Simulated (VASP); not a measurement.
Wanted: the native input for a VASP 6.6.1 run.

| Item | Value |
| --- | --- |
| Task | relaxation of cell and atoms |
| Functional | revPBE |
| Potentials or basis | VASP PAW PBE potentials, release 64 (Mn_pv, S) |
| Cutoff | 600 eV |
| k mesh | 9 × 9 × 9 |
| Occupations | fermi-dirac, width 0.05 eV |
| Spin | collinear spin, ferromagnetic start |
| Starting moments | [4.0, 0.0] μB |
| Dipole correction | no |
| Further INCAR settings | ALGO = Normal; EDIFF = 1e-06; IBRION = 2; EDIFFG = -0.01; NSW = 60; ISIF = 3 |

The structure of MnS lies in POSCAR:

```
MnS
1.0
    0.0000000000      2.6045000000      2.6045000000
    2.6045000000      0.0000000000      2.6045000000
    2.6045000000      2.6045000000      0.0000000000
Mn S
1 1
Direct
    0.0000000000      0.0000000000      0.0000000000
    0.5000000000      0.5000000000      0.5000000000
```

The input as run:

INCAR

```
PREC = Accurate
ENCUT = 600
EDIFF = 1E-6
ISMEAR = -1
SIGMA = 0.05
LREAL = F
LASPH = T
NELM = 150
ALGO = Normal
ISIF = 3
LWAVE = F
LCHARG = F
ISPIN = 2
MAGMOM = 4 0
LORBIT = 11
LMAXMIX = 4
GGA = RE
IBRION = 2
NSW = 60
EDIFFG = -0.01
```

KPOINTS

```
regular mesh
0
Gamma
  9 9 9
```

Potentials or basis: VASP PAW PBE potentials, release 64 (Mn_pv, S).

The run is started by

```sh
$ cat potpaw_PBE.64/Mn_pv/POTCAR potpaw_PBE.64/S/POTCAR > POTCAR
$ mpirun -np 1 vasp_std > vasp.out
```

It gave:

```
Relaxed volume                                        : 17.57 Å³/atom
Relaxed cell                                          : a = 3.677 Å, b = 3.677 Å, c = 3.677 Å, α = 60.00°, β = 60.00°, γ = 60.00°
Space group after relaxing (to 0.1 Å)                 : Fm-3m (No. 225)
Energy gained by relaxing                             : 0.1 meV/atom
Ionic steps                                           : 4
Pressure after relaxing                               : 0.0 GPa
Net moment                                            : 4.74 μB per cell
Site moments                                          : Mn +4.29; S +0.11 μB
Valence electrons inside the program's atomic spheres : Mn 11.30; S 3.75
```

Caveat: the PAW data sets were made with another functional, which shifts forces and pressure a little; a cell with one magnetic atom can't hold antiferromagnetic order, which such compounds often take.

Wall time 2.2 min on 1 thread of Intel Xeon 8259CL, with other jobs on the host, peak memory 0.21 GiB.
